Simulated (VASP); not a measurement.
## Al: single point with PBE

Al:

```
Al
1.0
    -1.57590    1.65692    1.65798
     1.47948   -1.59764    1.50228
     1.61445    1.63620   -1.59870
Al
1
Cartesian
  0.0000 0.0000 0.0000
```

```yaml
Program: VASP 6.6.1
Task: single point
Functional: PBE
Potentials_or_basis: VASP PAW PBE potentials, release 64 (Al)
Cutoff: 520 eV
k_mesh: 8 × 9 × 8
Occupations: gaussian, width 0.025 eV
Spin: no spin polarisation
```

```
Pressure               : 4.1 GPa
Band gap on the k mesh : zero (an odd number of electrons rules out a gap without spin polarisation)
```

Stress tensor (GPa, compression positive):
```
 2.51 -1.69  2.97
-1.69  6.69 -2.76
 2.97 -2.76  2.96
```

Levels at points of the mesh, in eV from the Fermi level:
| k point | band 1 | band 2 | band 3 | band 4 |
| --- | --- | --- | --- | --- |
| (0.00, 0.00, 0.00) | -11.24 | 12.54 | 13.41 | 13.91 |
| (0.50, 0.00, 0.00) | -4.63 | -4.42 | 8.72 | 8.80 |
| (0.00, 0.00, 0.50) | -4.48 | -4.10 | 8.03 | 8.25 |
| (0.50, 0.00, 0.50) | -4.46 | -4.08 | 7.77 | 7.99 |

Run time: 7.9 s on 1 thread of Intel(R) Xeon(R) 6975P-C (Granite Rapids), with other jobs on the host, peak memory 0.15 GiB.

Caveat: the cell stands under pressure.
